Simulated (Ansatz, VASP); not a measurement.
**Two plane-wave programs on Ca**

Contents of INCAR:

```
  ALGO = Normal
  EDIFF = 1E-7
  ENCUT = 520
  GGA = PS
  ISIF = 2
  ISMEAR = 0
  LASPH = T
  LCHARG = F
  LREAL = F
  LWAVE = F
  NBANDS = 11
  NELM = 60
  PREC = Accurate
  SIGMA = 0.15
```

File KPOINTS:

```
k-points
0
Gamma
  14 14 14
```

Contents of POSCAR:

```
Ca
1.0
    0.0000000000      2.5706640000      2.7942000000
    2.5706640000      0.0000000000      2.7942000000
    2.5706640000      2.5706640000      0.0000000000
Ca
1
Direct
    0.0000000000      0.0000000000      0.0000000000
```

Input for Ansatz:

```yaml
crystal:
  lattice:
    - [0.0, 2.570664, 2.7942]
    - [2.570664, 0.0, 2.7942]
    - [2.570664, 2.570664, 0.0]
  atoms:
    - { symbol: Ca, position: [0.0, 0.0, 0.0] }
basis:
  ecutwfc: 420
kpoints:
  mp_grid: { grid: [14, 14, 14] }
hamiltonian:
  xc: pbesol
scf:
  occupations: { method: gaussian, width: 0.15 }
output:
  forces: true
  stress: true
  eigenvalues: true
```

Change from the starting cell: strain -0.080 along x and y, +0.000 along z, atoms carried along.

Alike in both runs: task single point; functional PBEsol; k mesh 14 × 14 × 14; occupations gaussian, width 0.15 eV; no spin polarisation.

|  | VASP | Ansatz |
| --- | --- | --- |
| version | VASP 6.6.1 | Ansatz 0.2.0 |
| potentials or method | VASP PAW PBE potentials, release 64 (Ca_sv), cutoff 520 eV | scalar-relativistic, plane waves, PAW |
| valence electrons in the cell | 10 | 10 |

VASP gave:

| Item | Value |
| --- | --- |
| gap on the k mesh at the Fermi level (eV) | none |
| pressure (GPa) | 2.0 |
| traceless stress, the component that is largest in VASP (GPa) | -0.66 |

Problem. Which values does Ansatz return?

Solution. gap on the k mesh at the Fermi level (eV): none; pressure (GPa): 1.9; traceless stress, the component that is largest in VASP (GPa): -0.66.

VASP's potentials were made for PBE, not for PBEsol. A gap of «none» marks a metal or a gap that the smearing closes.
